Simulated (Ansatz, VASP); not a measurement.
## NaH in VASP and in Ansatz

```xyz
2
Lattice="0.0000 2.3957 2.3957 2.3957 0.0000 2.3957 2.3957 2.3957 0.0000" Properties=species:S:1:pos:R:3 pbc="T T T"
Na    0.0000    0.0000    0.0000
H     2.3957    2.3957    2.3957
```

Alike in both runs: functional PBEsol; k mesh 10 × 10 × 10; occupations fermi-dirac, width 0.02 eV; no spin polarisation.

Ansatz relaxed the structure, and its values are those at the end. VASP's run is a single point on that final structure, the one shown.

```csv
,VASP,Ansatz
version,VASP 6.6.1,Ansatz 0.2.0
potentials or method,"VASP PAW PBE potentials, release 64 (Na_pv, H), cutoff 520 eV",PAW plane waves
valence electrons in the cell,8,10
```

```csv
,VASP,Ansatz,Ansatz less VASP
gap on the k mesh at the Fermi level (eV),3.62,3.63,+0.003
pressure (GPa),0.0,0.0,+0.02
```

VASP's potentials were made for PBE, not for PBEsol, and Ansatz warns of the same on its side. VASP's potentials hold 8 valence electrons a cell and Ansatz's 10, so a difference there can come from the potentials and not from the codes.
